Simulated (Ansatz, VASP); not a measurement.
# Two plane-wave programs on TaF4

```
Ta F
1.0
     3.97671    0.00000    0.00000
     0.00000    3.97671    0.00000
     0.00000    0.00000    3.97671
Ta F
1 4
Direct
  0.50000 0.50000 0.50000
  0.00000 0.00000 0.00000
  0.50000 0.50000 0.00000
  0.50000 0.00000 0.50000
  0.00000 0.50000 0.50000
```

Change from the starting cell: species swapped into the Ni4N type (Pm-3m, No. 221).

Alike in both runs: functional PBE; k mesh 3 × 3 × 3; occupations gaussian, width 0.15 eV; no spin polarisation.

Ansatz relaxed the structure, and its values are those at the end. VASP's run is a single point on that final structure, the one shown.

```csv
,VASP,Ansatz
version,VASP 6.6.1,Ansatz 0.2.0
potentials or method,"VASP PAW PBE potentials, release 64 (Ta_pv, F), cutoff 600 eV","scalar-relativistic, plane waves, PAW"
valence electrons in the cell,39,41
```

```tsv
	VASP	Ansatz	Ansatz less VASP
gap on the k mesh at the Fermi level (eV)	none	none	-
pressure (GPa)	-0.2	-0.2	0.00
```

A gap of «none» marks a metal or a gap that the smearing closes. VASP's potentials hold 39 valence electrons a cell and Ansatz's 41, so a difference there can come from the potentials and not from the codes.

The k mesh is coarse, so the values compare programs but aren't converged. Spin-orbit coupling is off throughout.
